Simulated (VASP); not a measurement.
The system is Si3N4.

```
CELL_PARAMETERS angstrom
4.12532 0.00000 0.00000
0.00000 4.12532 0.00000
0.00000 0.00000 4.12532
ATOMIC_POSITIONS crystal
Si 0.50000 0.50000 0.00000
Si 0.00000 0.50000 0.50000
Si 0.50000 0.00000 0.50000
N 0.50000 0.50000 0.50000
N 0.50000 0.00000 0.00000
N 0.00000 0.50000 0.00000
N 0.00000 0.00000 0.50000
```

```yaml
Program: VASP 6.6.1
Task: relaxation of cell and atoms
Functional: PBE
Potentials_or_basis: VASP PAW PBE potentials, release 64 (Si, N)
Cutoff: 600 eV
k_mesh: 4 × 4 × 4
Occupations: gaussian, width 0.1 eV
Spin: no spin polarisation
```

At the start: pressure -35.2 GPa; volume 10.03 Å³/atom.

Problem. How do energy, volume and symmetry change on relaxing?

Solution. Over 4 steps the energy falls by 277.8 meV/atom and the volume is 7.98 Å³/atom (-20.4 %); space group Pm-3m (No. 221, to 0.05 Å).

Step by step:
```tsv
step	energy change (eV)	largest force (eV/Å)	pressure (GPa)	volume (Å³)
1	0.0000	0.0000	-35.21	70.21
2	-1.2973	0.0000	39.74	50.11
3	-1.9433	0.0000	-1.24	56.15
4	-1.9443	0.0000	-0.02	55.89
```

Final structure:
```
Si N
1.0
     3.82328    0.00000    0.00000
     0.00000    3.82328    0.00000
     0.00000    0.00000    3.82328
Si N
3 4
Direct
  0.50000 0.50000 0.00000
  0.00000 0.50000 0.50000
  0.50000 0.00000 0.50000
  0.50000 0.50000 0.50000
  0.50000 0.00000 0.00000
  0.00000 0.50000 0.00000
  0.00000 0.00000 0.50000
```

Caveat: the k points lie up to 0.41 Å⁻¹ apart in the final cell; the volume moved by over 15 % at a fixed basis, so the end points are rough.
